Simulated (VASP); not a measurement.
A run of VASP 6.6.1:

The input POSCAR:

```
Si7Ge
1.0
    0.0000000000     -5.4679684317      0.0000000000
    0.0000000000      0.0000000000     -5.4679684317
   11.6859368634      0.0000000000      0.0000000000
Si Ge
14 2
Direct
    0.7475692418      0.7475692418      0.0590646526
    0.7475692418      0.7475692418      0.5269747993
    0.5000000000      0.5000000000      0.8767700328
    0.5000000000      0.5000000000      0.4088598862
    0.5000000000      0.0000000000      0.1749048128
    0.5000000000      0.0000000000      0.6428149595
    0.0000000000      0.5000000000      0.1749048128
    0.0000000000      0.5000000000      0.6428149595
    0.7475692418      0.2524307582      0.2907449731
    0.7475692418      0.2524307582      0.7586551197
    0.2524307582      0.7475692418      0.2907449731
    0.2524307582      0.7475692418      0.7586551197
    0.2524307582      0.2524307582      0.0590646526
    0.2524307582      0.2524307582      0.5269747993
    0.0000000000      0.0000000000      0.8767700328
    0.0000000000      0.0000000000      0.4088598862
```

File INCAR.step1:

```
SYSTEM = Si7Ge
PREC = Accurate ; ENCUT = 520
ISMEAR = 0 ; SIGMA = 0.05
LREAL = Auto ; LASPH = .True.
NELM = 80 ; NBANDS = 56
GGA = PE ; ALGO = Normal
EDIFF = 1E-4 ; LWAVE = .True.
LCHARG = .False.
```

Contents of INCAR.step2:

```
SYSTEM = Si7Ge
PREC = Accurate ; ENCUT = 520
EDIFF = 1E-7 ; ISMEAR = 0
SIGMA = 0.05 ; LREAL = Auto
LASPH = .True. ; NELM = 80
ALGO = Normal ; ISIF = 2
LWAVE = .False. ; LCHARG = .False.
METAGGA = R2SCAN ; LMIXTAU = .True.
NBANDS = 56 ; ISTART = 1
```

KPOINTS

```
regular mesh
0
Gamma
  6 6 3
  0 0 0
```

Potentials or basis: VASP PAW PBE potentials, release 64 (Si, Ge_d).

Launch:

```sh
$ cat potpaw_PBE.64/Si/POTCAR potpaw_PBE.64/Ge_d/POTCAR > POTCAR
$ cp INCAR.step1 INCAR
$ mpirun -np 1 vasp_std > vasp.out
$ cp INCAR.step2 INCAR
$ mpirun -np 1 vasp_std > vasp.out
```

Hardware: 1 thread of Intel(R) Xeon(R) Platinum 8488C (Sapphire Rapids), on a shared host.

Problem. Estimate the wall time of this run.

Solution. Run time: 30 min on 1 thread of Intel(R) Xeon(R) Platinum 8488C (Sapphire Rapids) (shared host), peak memory 0.6 GiB. Counts: k points 26.
